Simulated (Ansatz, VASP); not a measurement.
## Ge5Pd in VASP and in Ansatz

```
Ge Pd
1.0
     0.00000    3.82428    3.82428
     3.82428    0.00000    3.82428
     3.82428    3.82428    0.00000
Ge Pd
5 1
Cartesian
  4.7803 2.8682 2.8682
  4.7803 4.7803 4.7803
  2.8682 4.7803 2.8682
  2.8682 2.8682 4.7803
  1.9121 1.9121 1.9121
  0.0000 0.0000 0.0000
```

Change from the starting cell: species swapped into the Be5Au type (F-43m, No. 216).

Alike in both runs: task single point; functional PBE; k mesh 4 × 4 × 4; occupations gaussian, width 0.1 eV; no spin polarisation.

|  | VASP | Ansatz |
| --- | --- | --- |
| version | VASP 6.6.1 | Ansatz 0.2.0 |
| potentials or method | VASP PAW PBE potentials, release 64 (Ge_d, Pd), cutoff 520 eV | scalar-relativistic, plane waves, PAW |
| valence electrons in the cell | 80 | 88 |

```tsv
	VASP	Ansatz	Ansatz less VASP
gap on the k mesh at the Fermi level (eV)	none	none	-
pressure (GPa)	3.2	3.2	-0.01
```

A gap of «none» marks a metal or a gap that the smearing closes. The functional is the same, so the differences come from potentials, cutoffs and numerics. VASP's potentials hold 80 valence electrons a cell and Ansatz's 88, so a difference there can come from the potentials and not from the codes.
